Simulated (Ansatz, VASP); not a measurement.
One calculation of AlCu5, two programs

The input INCAR:

```
SYSTEM = AlCu5
PREC = Accurate ; ENCUT = 600
EDIFF = 1E-7 ; ISMEAR = -1
SIGMA = 0.15 ; LREAL = .False.
LASPH = .True. ; NELM = 100
ALGO = Fast ; ISIF = 3
LWAVE = .False. ; LCHARG = .False.
GGA = PE ; IBRION = 2
NSW = 80 ; EDIFFG = -0.001
```

Contents of KPOINTS:

```
Automatic mesh
0
Gamma
  16 10 6
  0 0 0
```

Contents of POSCAR:

```
AlCu5
1.0
    2.6673153831      0.0000000000      0.0000000000
    0.0000000000      3.5489596124      0.0000000000
    0.0000000000      0.0000000000      7.8589648568
Al Cu
1 5
Direct
    0.5000000000      0.5000000000      0.0000000000
    0.0000000000      0.0000000000      0.8295071757
    0.0000000000      0.0000000000      0.1704928243
    0.5000000000      0.5000000000      0.3362873296
    0.0000000000      0.0000000000      0.5000000000
    0.5000000000      0.5000000000      0.6637126704
```

Input for Ansatz:

```yaml
crystal:
  lattice:
    - [2.6673153831, 0.0, 0.0]
    - [0.0, 3.5489596124, 0.0]
    - [0.0, 0.0, 7.8589648568]
  atoms:
    - { symbol: Al, position: [0.5, 0.5, 0.0] }
    - { symbol: Cu, position: [0.0, 0.0, 0.8295071757] }
    - { symbol: Cu, position: [0.0, 0.0, 0.1704928243] }
    - { symbol: Cu, position: [0.5, 0.5, 0.3362873296] }
    - { symbol: Cu, position: [0.0, 0.0, 0.5] }
    - { symbol: Cu, position: [0.5, 0.5, 0.6637126704] }
basis:
  ecutwfc: 420
kpoints:
  mp_grid: { grid: [16, 10, 6] }
hamiltonian:
  xc: pbe
scf:
  occupations: { method: fermi_dirac, width: 0.15 }
output:
  forces: true
  stress: true
  eigenvalues: true
relax:
  adjacent_minimum: "off"
  f_tol: 0.001
  max_steps: 60
  cell: { stress_tol: 0.01 }
```

Alike in both runs: task relaxation of cell and atoms; functional PBE; k mesh 16 × 10 × 6; occupations fermi-dirac, width 0.15 eV; no spin polarisation.

```csv
,VASP,Ansatz
version,VASP 6.6.1,Ansatz 0.2.0
potentials or method,"VASP PAW PBE potentials, release 64 (Al, Cu), cutoff 600 eV","scalar-relativistic, plane waves, PAW"
valence electrons in the cell,58,98
```

Ansatz gave:

```
gap on the k mesh at the Fermi level, each at its own relaxed structure (eV) : none
relaxed volume (Å³/atom)                                                     : 12.41
relaxed length of the cell vector where the two differ most in proportion (Å)              : 3.542
```

What did VASP give for the same quantities?

gap on the k mesh at the Fermi level, each at its own relaxed structure (eV): none; relaxed volume (Å³/atom): 12.45; relaxed length of the cell vector where the two differ most in proportion (Å): 3.547.

A gap of «none» marks a metal or a gap that the smearing closes. VASP's potentials hold 58 valence electrons a cell and Ansatz's 98, so a difference there can come from the potentials and not from the codes.
